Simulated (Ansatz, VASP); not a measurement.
Ga3P2N: VASP beside Ansatz

The input INCAR:

```
PREC = Accurate ; ENCUT = 520
EDIFF = 1E-6 ; ISMEAR = -1
SIGMA = 0.02 ; LREAL = False
LASPH = True ; NELM = 100
ALGO = Normal ; ISIF = 2
LWAVE = False ; LCHARG = True
GGA = PE ; LELF = True
LVHAR = True ; NBANDS = 36
```

File KPOINTS:

```
regular mesh
0
Gamma
  8 8 8
```

POSCAR

```
Ga3P2N
1.0
   -1.8164515980      5.4731173853      2.5474822295
    1.8164515980     -5.4731173853      2.5474822295
    1.8164515980      5.4731173853     -2.5474822295
N Ga P
1 3 2
Direct
   -0.0002323411     -0.0002323411      0.0000000000
    0.2005267508      0.7005267508      0.5000000000
    0.6312128484      0.7774666191      0.8537462293
    0.9237203898      0.7774666191      0.1462537707
    0.3334658319     -0.0026138239      0.3360796558
    0.6613065202     -0.0026138239      0.6639203442
```

Input for Ansatz:

```yaml
crystal:
  lattice:
    - [-1.816451598, 5.4731173853, 2.5474822295]
    - [1.816451598, -5.4731173853, 2.5474822295]
    - [1.816451598, 5.4731173853, -2.5474822295]
  atoms:
    - { symbol: "N", position: [-0.0002323411, -0.0002323411, 0.0] }
    - { symbol: Ga, position: [0.2005267508, 0.7005267508, 0.5] }
    - { symbol: P, position: [0.3334658319, -0.0026138239, 0.3360796558] }
    - { symbol: Ga, position: [0.6312128484, 0.7774666191, 0.8537462293] }
    - { symbol: P, position: [0.6613065202, -0.0026138239, 0.6639203442] }
    - { symbol: Ga, position: [0.9237203898, 0.7774666191, 0.1462537707] }
kpoints:
  mp_grid: { grid: [8, 8, 8] }
  band_path:
    path:
      - [[0.0, 0.0, 0.0], [0.5, -0.5, 0.5], [0.2775370962727, -0.2775370962727, 0.7224629037273]]
      - [[-0.2775370962727, 0.2775370962727, 0.2775370962727], [0.0, 0.0, 0.0], [0.3041617651107, 0.3041617651107, -0.3041617651107]]
      - [[0.6958382348893, -0.3041617651107, 0.3041617651107], [0.5, -0.5, 0.5]]
      - [[0.0, 0.0, 0.0], [-2.651393393315e-17, 0.5, 2.651393393315e-17], [0.25, 0.25, 0.25], [0.5, 8.825562527561e-18, -8.825562527561e-18], [0.0, 0.0, 0.0], [-4.437632901452e-17, 4.437632901452e-17, 0.5], [0.25, 0.25, 0.25]]
    npoints: 10
hamiltonian:
  xc: pbe
scf:
  occupations: { method: fermi_dirac, width: 0.02 }
  n_extra_bands: 5
output:
  forces: true
  stress: true
  eigenvalues: true
```

Alike in both runs: task single point; functional PBE; k mesh 8 × 8 × 8; occupations fermi-dirac, width 0.02 eV; no spin polarisation.

|  | VASP | Ansatz |
| --- | --- | --- |
| version | VASP 6.6.1 | Ansatz 0.2.0 |
| potentials or method | VASP PAW PBE potentials, release 64 (N, Ga_d, P) | plane waves, PAW |
| plane-wave cutoff (eV) | 520 | 420 |
| valence electrons in the cell | 54 | 54 |

|  | VASP | Ansatz | Ansatz less VASP |
| --- | --- | --- | --- |
| pressure (GPa) | 3.2 | 3.2 | +0.02 |
| rms of the force components (eV/Å) | 0.036 | 0.033 | -0.0030 |

With one functional, cell and mesh, what is left measures potentials, basis and numerics.
